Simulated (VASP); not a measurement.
**V: single point with PBEsol**

Crystal: V.

```
CELL_PARAMETERS angstrom
-1.41878 1.41878 1.41878
1.41878 -1.41878 1.41878
1.41878 1.41878 -1.41878
ATOMIC_POSITIONS crystal
V 0.00000 0.00000 0.00000
```

* Program: VASP 6.6.1
* Task: single point
* Functional: PBEsol
* Potentials or basis: VASP PAW PBE potentials, release 64 (V_sv)
* Cutoff: 520 eV
* k mesh: 12 × 12 × 12
* Occupations: fermi-dirac, width 0.05 eV
* Spin: collinear spin, ferromagnetic start
* Starting moments: [2.0] μB

```json
{
  "Pressure": "30.5 GPa",
  "Net moment": "0.00 μB per cell",
  "Valence electrons inside the program's atomic spheres": "V 12.00"
}
```

Levels at points of the mesh, in eV from the Fermi level:
Spin up:
```csv
k point,band 2,band 3,band 4,band 5,band 6,band 7,band 8,band 9,band 10,band 11
"(0.00, 0.00, 0.00)",-36.37,-36.37,-36.37,-6.90,0.42,0.42,0.42,2.88,2.88,21.75
"(0.50, 0.00, 0.00)",-37.88,-36.83,-36.39,-3.81,-1.52,2.36,2.94,3.38,5.11,12.42
"(0.50, 0.50, 0.50)",-37.38,-37.38,-37.38,-3.88,-3.88,4.60,4.60,4.60,11.86,11.86
```
Spin down:
```tsv
k point	band 4	band 5	band 6	band 7	band 8	band 9
(0.00, 0.00, 0.00)	-36.37	-6.90	0.42	0.42	0.42	2.89
(0.50, 0.00, 0.00)	-36.39	-3.81	-1.52	2.36	2.95	3.38
(0.50, 0.50, 0.50)	-37.37	-3.88	-3.88	4.61	4.61	4.61
```

Wall time 37 s on 1 thread of Intel Xeon 8259CL, with other jobs on the host, peak memory 0.13 GiB.

Caveat: the PAW data sets were made with another functional, which shifts forces and pressure a little.
